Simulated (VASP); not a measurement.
Set up this calculation in VASP 6.6.1, as the native input.

```
Task                   : single point
Functional             : PBEsol
Potentials or basis    : VASP PAW PBE potentials, release 64 (Sr_sv, O)
Cutoff                 : 520 eV
k mesh                 : 8 × 8 × 8
Occupations            : fermi-dirac, width 0.03 eV
Spin                   : no spin polarisation
Dipole correction      : no
Further INCAR settings : ALGO = Normal; EDIFF = 1e-06; NBANDS = 15
```

The structure of SrO lies in POSCAR:

```
SrO
1.0
    0.0000000000      2.5698000000      2.6211960000
    2.5698000000      0.0000000000      2.6211960000
    2.5698000000      2.5698000000      0.0000000000
Sr O
1 1
Direct
    0.0000000000      0.0000000000      0.0000000000
    0.5000000000      0.5000000000      0.5000000000
```

This cell differs from its parent crystal: zz strain of +2 %.

The input as run:

INCAR

```
  PREC = Accurate
  ENCUT = 520
  EDIFF = 1E-6
  ISMEAR = -1
  SIGMA = 0.03
  LREAL = False
  LASPH = True
  NELM = 80
  ALGO = Normal
  ISIF = 2
  LWAVE = False
  LCHARG = True
  GGA = PS
  LELF = True
  LVHAR = True
  NBANDS = 15
```

KPOINTS

```
Automatic mesh
0
Gamma
  8 8 8
```

Potentials or basis: VASP PAW PBE potentials, release 64 (Sr_sv, O).

Run with:

```console
$ cat potpaw_PBE.64/Sr_sv/POTCAR potpaw_PBE.64/O/POTCAR > POTCAR
$ mpirun -np 1 vasp_std > vasp.out
```

It gave:

The pressure is -2.0 GPa and the band gap on the k mesh is 3.12 eV, indirect (least direct gap 3.22 eV).

Caveat: the cell differs from its parent crystal (zz strain of +2 %); the PAW data sets were made with another functional, which shifts forces and pressure a little.

Wall time 18 s on 1 thread of Intel(R) Xeon(R) Platinum 8559C (Emerald Rapids), with other jobs on the host, peak memory 0.17 GiB.
